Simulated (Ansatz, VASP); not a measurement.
# Two plane-wave programs on Pt

```
Pt
1.0
     0.00000    2.00358    2.00358
     2.00358    0.00000    2.00358
     2.00358    2.00358    0.00000
Pt
1
Direct
  0.00000 0.00000 0.00000
```

Alike in both runs: task single point; functional LDA; k mesh 22 × 22 × 22; occupations gaussian, width 0.15 eV; no spin polarisation.

|  | VASP | Ansatz |
| --- | --- | --- |
| version | VASP 6.6.1 | Ansatz 0.2.0 |
| potentials or method | VASP PAW LDA potentials, release 64 (Pt), cutoff 520 eV | scalar-relativistic, plane waves, PAW |
| valence electrons in the cell | 10 | 18 |

|  | VASP | Ansatz | Ansatz less VASP |
| --- | --- | --- | --- |
| gap on the k mesh at the Fermi level (eV) | none | none | - |
| pressure (GPa) | -20.4 | -20.9 | -0.53 |

LDA's correlation is that of Perdew and Zunger in VASP and of Perdew and Wang (1992) in Ansatz. A gap of «none» marks a metal or a gap that the smearing closes. VASP's potentials hold 10 valence electrons a cell and Ansatz's 18, so a difference there can come from the potentials and not from the codes.

Spin-orbit coupling is off throughout.
